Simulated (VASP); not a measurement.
A run of VASP 6.6.1 is set up as follows.

POSCAR

```
SnTe
1.0
    0.0000000000      3.5839840137      3.5839840137
    3.5839840137      0.0000000000      3.5839840137
    3.5839840137      3.5839840137      0.0000000000
Sn Te
1 1
Direct
    0.0000000000      0.0000000000      0.0000000000
    0.2500000000      0.2500000000      0.2500000000
```

INCAR.step1

```
SYSTEM = SnTe
ALGO     = Normal         ! electronic algorithm
EDIFF    = 1E-4           ! SCF threshold, eV
ENCUT    = 520            ! plane-wave cutoff, eV
GGA      = PE             ! functional
ISMEAR   = 0              ! smearing method
LASPH    = .TRUE.         ! aspherical terms in the spheres
LCHARG   = .FALSE.        ! write CHGCAR
LREAL    = .FALSE.        ! projectors in reciprocal space
LWAVE    = .TRUE.         ! write WAVECAR
NBANDS   = 17             ! bands
NELM     = 60             ! most SCF steps
PREC     = Accurate       ! precision mode
SIGMA    = 0.05           ! smearing width, eV
```

File INCAR.step2:

```
SYSTEM = SnTe
ALGO     = Normal         ! electronic algorithm
EDIFF    = 1E-6           ! SCF threshold, eV
ENCUT    = 520            ! plane-wave cutoff, eV
ISIF     = 2              ! what is computed and relaxed
ISMEAR   = 0              ! smearing method
ISTART   = 1            
LASPH    = .TRUE.         ! aspherical terms in the spheres
LCHARG   = .TRUE.         ! write CHGCAR
LELF     = .TRUE.         ! ELF
LMIXTAU  = .TRUE.       
LREAL    = .FALSE.        ! projectors in reciprocal space
LVHAR    = .TRUE.       
LWAVE    = .FALSE.        ! write WAVECAR
METAGGA  = R2SCAN         ! meta-GGA
NBANDS   = 17             ! bands
NELM     = 60             ! most SCF steps
PREC     = Accurate       ! precision mode
SIGMA    = 0.05           ! smearing width, eV
```

Contents of KPOINTS:

```
k-points
0
G
  4 4 4
  0 0 0
```

Potentials or basis: VASP PAW PBE potentials, release 64 (Sn_d, Te).

Command:

```console
$ cat potpaw_PBE.64/Sn_d/POTCAR potpaw_PBE.64/Te/POTCAR > POTCAR
$ cp INCAR.step1 INCAR
$ mpirun -np 1 vasp_std > vasp.out
$ cp INCAR.step2 INCAR
$ mpirun -np 1 vasp_std > vasp.out
```

(1) Predict the pressure.

(2) Predict the band gap on the k mesh.

## Answers

(1) -0.2 GPa.

(2) 0.09 eV (least direct gap 0.87 eV).

Caveat: the PAW data sets were made with another functional, which shifts forces and pressure a little; spin-orbit coupling is left out, which moves the levels of the heavy elements.
